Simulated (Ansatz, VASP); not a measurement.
**MgO in VASP and in Ansatz**

```xyz
4
Lattice="3.4864 0.0000 0.0000 -1.7432 3.0193 0.0000 0.0000 0.0000 4.0736" Properties=species:S:1:pos:R:3 pbc="T T T"
Mg    1.7432    1.0064    3.0552
Mg    0.0000    2.0129    1.0184
O     1.7432    1.0064    1.0184
O     0.0000    2.0129    3.0552
```

Change from the starting cell: strain +0.000 along x and y, -0.025 along z, atoms carried along.

Alike in both runs: task single point; functional PBEsol; k mesh 9 × 9 × 6; occupations gaussian, width 0.05 eV; no spin polarisation.

```csv
,VASP,Ansatz
version,VASP 6.6.1,Ansatz 0.2.0
potentials or method,"VASP PAW PBE potentials, release 64 (Mg, O), cutoff 520 eV","scalar-relativistic, plane waves, PAW"
valence electrons in the cell,16,32
```

Ansatz gave:

```
gap on the k mesh at the Fermi level (eV)                     : 3.47
least direct gap on the mesh (eV)                             : 3.47
pressure (GPa)                                                : 5.1
traceless stress, the component that is largest in VASP (GPa) : 4.19
```

Task: What did VASP give for the same quantities?

Result: gap on the k mesh at the Fermi level (eV): 3.47; least direct gap on the mesh (eV): 3.47; pressure (GPa): 4.8; traceless stress, the component that is largest in VASP (GPa): 4.16.

VASP's potentials were made for PBE, not for PBEsol. VASP's potentials hold 16 valence electrons a cell and Ansatz's 32, so a difference there can come from the potentials and not from the codes.
